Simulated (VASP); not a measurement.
Here is a VASP 6.6.1 calculation.

INCAR

```
SYSTEM = W8C8N
ALGO = Normal ; EDIFF = 1E-6
ENCUT = 520 ; GGA = PE
ISIF = 2 ; ISMEAR = 0
LASPH = .TRUE. ; LCHARG = .FALSE.
LREAL = Auto ; LWAVE = .FALSE.
NBANDS = 88 ; NELM = 100
PREC = Accurate ; SIGMA = 0.1
```

The input KPOINTS:

```
k-points
0
G
  3 4 3
  0 0 0
```

POSCAR

```
W8C8N
1.0
   -2.8347300000     -4.9098960000      0.0000000000
    4.2520950000     -2.4549480000      0.0000000000
    0.0000000000      0.0000000000      5.5724000000
W C N
8 8 1
Direct
    0.7500187682      0.5050178828     -0.0072349218
    0.7500167595      0.4623754642      0.4928511868
    0.4999437286     -0.0003273784     -0.0072290823
    0.4789138344      0.0169413903      0.4927647580
    0.2500463137      0.4984862128     -0.0072510327
    0.2500335386      0.5088512183      0.4927335402
    0.0002043867     -0.0003483010     -0.0072290099
    0.0212289873      0.0169563856      0.4927674799
    0.4922386984      0.6636003733      0.2357800544
    0.4921422511      0.6637262809      0.7496497908
    0.2500662653      0.1762039744      0.2362004861
    0.2500808412      0.1762275920      0.7492423872
    0.0078035542      0.6635895759      0.2358120049
    0.0079324198      0.6637362371      0.7496320678
    0.7500785172      0.1678441711      0.2302546248
    0.7500656262      0.1677135387      0.7554070649
    0.7500855296      0.8255419719      0.4928474008
```

Potentials or basis: VASP PAW PBE potentials, release 64 (W_sv, C, N).

Command:

```bash
$ cat potpaw_PBE.64/W_sv/POTCAR potpaw_PBE.64/C/POTCAR potpaw_PBE.64/N/POTCAR > POTCAR
$ mpirun -np 1 vasp_std > vasp.out
```

(1) Estimate the pressure.

(2) What does it give for the largest force?

Answers

(1) 69.6 GPa.

(2) 0.206 eV/Å.

Caveat: the k points lie up to 0.38 Å⁻¹ apart.
